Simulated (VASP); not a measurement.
# AgI6: relaxation of cell and atoms with PBE

The system is AgI6.

```
Ag I
1.0
     0.00000    5.35497    5.35497
     5.35497    0.00000    5.35497
     5.35497    5.35497    0.00000
Ag I
1 6
Direct
  0.00000 0.00000 0.00000
  0.50000 0.50000 0.00000
  0.50000 0.00000 0.50000
  0.00000 0.00000 0.50000
  0.00000 0.50000 0.00000
  0.00000 0.50000 0.50000
  0.50000 0.00000 0.00000
```

The cell was generated, and may not be a known phase.

```
Program                : VASP 6.6.1
Task                   : relaxation of cell and atoms
Functional             : PBE
Potentials or basis    : VASP PAW PBE potentials, release 64 (Ag, I)
Cutoff                 : 600 eV
k mesh                 : 6 × 6 × 6
Occupations            : gaussian, width 0.1 eV
Spin                   : no spin polarisation
Dipole correction      : no
Further INCAR settings : ALGO = Normal; EDIFF = 1e-06; IBRION = 2; EDIFFG = -0.01; NSW = 100; ISIF = 3
```

```
Relaxed volume                        : 38.29 Å³/atom
Relaxed cell                          : a = 7.237 Å, b = 7.237 Å, c = 7.237 Å, α = 60.00°, β = 60.00°, γ = 60.00°
Space group after relaxing (to 0.1 Å) : Fm-3m (No. 225)
Energy gained by relaxing             : 38.0 meV/atom
Ionic steps                           : 4
Pressure after relaxing               : 0.0 GPa
Band gap on the k mesh                : zero (an odd number of electrons rules out a gap without spin polarisation)
```

Step by step:
```csv
step,energy change (eV),largest force (eV/Å),pressure (GPa),volume (Å³)
1,0.0000,0.0000,-1.89,307.11
2,-0.2097,0.0000,-1.03,284.66
3,-0.2657,0.0000,-0.09,269.39
4,-0.2660,0.0000,0.01,268.00
```

Final structure:
```cif
data_structure
_symmetry_space_group_name_H-M 'P 1'
_symmetry_Int_Tables_number 1
_cell_length_a 7.2369
_cell_length_b 7.2369
_cell_length_c 7.2369
_cell_angle_alpha 60.000
_cell_angle_beta 60.000
_cell_angle_gamma 60.000
_cell_volume 268.00
loop_
_atom_site_label
_atom_site_type_symbol
_atom_site_fract_x
_atom_site_fract_y
_atom_site_fract_z
_atom_site_occupancy
Ag1 Ag 0.00000 0.00000 0.00000 1
I1 I 0.50000 0.50000 0.00000 1
I2 I 0.50000 0.00000 0.50000 1
I3 I 0.00000 0.00000 0.50000 1
I4 I 0.00000 0.50000 0.00000 1
I5 I 0.00000 0.50000 0.50000 1
I6 I 0.50000 0.00000 0.00000 1
```

Levels at points of the mesh, in eV from the Fermi level:
```tsv
k point	band 25	band 26	band 27	band 28	band 29	band 30
(0.00, 0.00, 0.00)	0.20	0.29	0.29	0.42	0.42	0.42
(0.50, 0.00, 0.00)	-0.35	0.20	0.20	0.23	0.23	1.60
(0.50, 0.50, 0.00)	-1.38	-0.13	-0.13	0.24	0.43	2.14
```

Run time: 35 min on 1 thread of Intel Xeon 8259CL, on a shared host, peak memory 0.7 GiB.

Caveat: spin-orbit coupling is left out, which moves the levels of the heavy elements; an odd number of electrons without spin polarisation forces a metal; a magnetic or distorted state may lie lower.
